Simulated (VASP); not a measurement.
Write the native input for VASP 6.6.1 that does the following.

```
Task                   : single point
Functional             : r2SCAN
Potentials or basis    : VASP PAW PBE potentials, release 64 (Si, O)
Cutoff                 : 520 eV
k mesh                 : 6 × 6 × 4
Occupations            : gaussian, width 0.02 eV
Spin                   : no spin polarisation
Dipole correction      : no
Further INCAR settings : ALGO = Normal; EDIFF = 1e-07; NBANDS = 34
```

Crystal: SiO2.

```
CELL_PARAMETERS angstrom
4.93230 0.00000 0.00000
-2.46615 4.27150 0.00000
0.00000 0.00000 5.48111
ATOMIC_POSITIONS crystal
Si 0.00000 0.50000 0.33333
Si 0.50000 0.50000 0.66667
Si 0.50000 0.00000 0.00000
O 0.59443 0.79722 0.83333
O 0.79722 0.59443 0.50000
O 0.79722 0.20278 0.16667
O 0.40557 0.20278 0.83333
O 0.20278 0.40557 0.50000
O 0.20278 0.79722 0.16667
```

The input as run:

POSCAR

```
SiO2
1.0
    4.9323037736      0.0000000000      0.0000000000
   -2.4661518868      4.2715003671      0.0000000000
    0.0000000000      0.0000000000      5.4811137785
Si O
3 6
Direct
    0.0000000000      0.5000000000      0.3333333333
    0.5000000000      0.5000000000      0.6666666667
    0.5000000000      0.0000000000      0.0000000000
    0.5944307822      0.7972153911      0.8333333333
    0.7972153911      0.5944307822      0.5000000000
    0.7972153911      0.2027846089      0.1666666667
    0.4055692178      0.2027846089      0.8333333333
    0.2027846089      0.4055692178      0.5000000000
    0.2027846089      0.7972153911      0.1666666667
```

INCAR.step1

```
ALGO     = Normal         # electronic algorithm
EDIFF    = 1E-4           # SCF threshold, eV
ENCUT    = 520            # plane-wave cutoff, eV
GGA      = PE             # functional
ISMEAR   = 0              # smearing method
LASPH    = True           # aspherical terms in the spheres
LCHARG   = False          # write CHGCAR
LREAL    = False          # projectors in reciprocal space
LWAVE    = True           # write WAVECAR
NBANDS   = 34             # bands
NELM     = 100            # most SCF steps
PREC     = Accurate       # precision mode
SIGMA    = 0.02           # smearing width, eV
```

INCAR.step2

```
ALGO     = Normal         # electronic algorithm
EDIFF    = 1E-7           # SCF threshold, eV
ENCUT    = 520            # plane-wave cutoff, eV
ISIF     = 2              # what is computed and relaxed
ISMEAR   = 0              # smearing method
ISTART   = 1            
LASPH    = True           # aspherical terms in the spheres
LCHARG   = False          # write CHGCAR
LMIXTAU  = True         
LREAL    = False          # projectors in reciprocal space
LWAVE    = False          # write WAVECAR
METAGGA  = R2SCAN         # meta-GGA
NBANDS   = 34             # bands
NELM     = 100            # most SCF steps
PREC     = Accurate       # precision mode
SIGMA    = 0.02           # smearing width, eV
```

KPOINTS

```
k-points
0
Gamma
  6 6 4
```

Potentials or basis: VASP PAW PBE potentials, release 64 (Si, O).

Launch:

```sh
$ cat potpaw_PBE.64/Si/POTCAR potpaw_PBE.64/O/POTCAR > POTCAR
$ cp INCAR.step1 INCAR
$ mpirun -np 1 vasp_std > vasp.out
$ cp INCAR.step2 INCAR
$ mpirun -np 1 vasp_std > vasp.out
```

It gave:

* Pressure: 9.8 GPa
* Largest force: 0.015 eV/Å
* Band gap on the k mesh: 6.46 eV (least direct gap 6.60 eV)

Caveat: the cell stands under pressure; the PAW data sets were made with another functional, which shifts forces and pressure a little.

Wall time 2.3 min on 1 thread of Intel(R) Xeon(R) 6975P-C (Granite Rapids), with other jobs on the host, peak memory 0.3 GiB.
